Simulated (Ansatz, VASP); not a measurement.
## Two plane-wave programs on BaCu3

```
Ba Cu
1.0
     4.20354    0.00000    0.00000
     0.00000    4.20354    0.00000
     0.00000    0.00000    4.20354
Ba Cu
1 3
Direct
  0.00000 0.00000 0.00000
  0.00000 0.50000 0.50000
  0.50000 0.00000 0.50000
  0.50000 0.50000 0.00000
```

Alike in both runs: task relaxation of cell and atoms; functional PBE; k mesh 4 × 4 × 4; occupations gaussian, width 0.1 eV; no spin polarisation.

|  | VASP | Ansatz |
| --- | --- | --- |
| version | VASP 6.6.1 | Ansatz 0.2.0 |
| potentials or method | VASP PAW PBE potentials, release 64 (Ba_sv, Cu_sv_GW), cutoff 820 eV | scalar-relativistic, plane waves, PAW |
| valence electrons in the cell | 67 | 67 |

```tsv
	VASP	Ansatz	Ansatz less VASP
gap on the k mesh at the Fermi level, each at its own relaxed structure (eV)	none	none	-
relaxed volume (Å³/atom)	21.69	22.00	+0.309
relaxed length of the cell vector where the two differ most in proportion (Å)	4.427	4.448	+0.0209
```

A gap of «none» marks a metal or a gap that the smearing closes.

The k mesh is coarse, so the values compare programs but aren't converged. Spin-orbit coupling is off throughout. Noted on VASP's run: the volume moved by over 15 % at a fixed basis, so the end points are rough.
